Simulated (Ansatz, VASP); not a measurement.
# WC in VASP and in Ansatz

Contents of INCAR:

```
PREC = Accurate
ENCUT = 520
EDIFF = 1E-6
ISMEAR = 0
SIGMA = 0.15
LREAL = F
LASPH = T
NELM = 100
ALGO = Normal
ISIF = 2
LWAVE = F
LCHARG = T
GGA = PS
LELF = T
LVHAR = T
NBANDS = 16
```

KPOINTS

```
regular mesh
0
Gamma
  24 24 24
```

File POSCAR:

```
WC
1.0
    2.8984136663      0.0000000000      0.0000000000
   -1.4492068332      2.5100998657      0.0000000000
    0.0000000000      0.0000000000      2.8276119040
W C
1 1
Direct
    0.0000000000      0.0000000000      0.0000000000
    0.6666666667      0.3333333333      0.5000000000
```

Input for Ansatz:

```yaml
crystal:
  lattice:
    - [2.8984136663, 0.0, 0.0]
    - [-1.4492068332, 2.5100998657, 0.0]
    - [0.0, 0.0, 2.827611904]
  atoms:
    - { symbol: W, position: [0.0, 0.0, 0.0] }
    - { symbol: C, position: [0.6666666667, 0.3333333333, 0.5] }
basis:
  ecutwfc: 420
kpoints:
  mp_grid: { grid: [24, 24, 24] }
hamiltonian:
  xc: pbesol
scf:
  occupations: { method: gaussian, width: 0.15 }
output:
  forces: true
  stress: true
  eigenvalues: true
  write_density: true
  write_potential: true
  elf: true
  volumetric_format: npy
```

Alike in both runs: task single point; functional PBEsol; k mesh 24 × 24 × 24; occupations gaussian, width 0.15 eV; no spin polarisation.

```csv
,VASP,Ansatz
version,VASP 6.6.1,Ansatz 0.2.0
potentials or method,"VASP PAW PBE potentials, release 64 (W_sv, C), cutoff 520 eV","scalar-relativistic, plane waves, PAW"
valence electrons in the cell,18,18
```

```csv
,VASP,Ansatz,Ansatz less VASP
gap on the k mesh at the Fermi level (eV),none,none,-
pressure (GPa),1.3,0.0,-1.28
"traceless stress, the component that is largest in VASP (GPa)",0.03,-0.19,-0.225
```

VASP's potentials were made for PBE, not for PBEsol. A gap of «none» marks a metal or a gap that the smearing closes. With one functional, cell and mesh, what is left measures potentials, basis and numerics.

Neither program's run includes spin-orbit coupling.
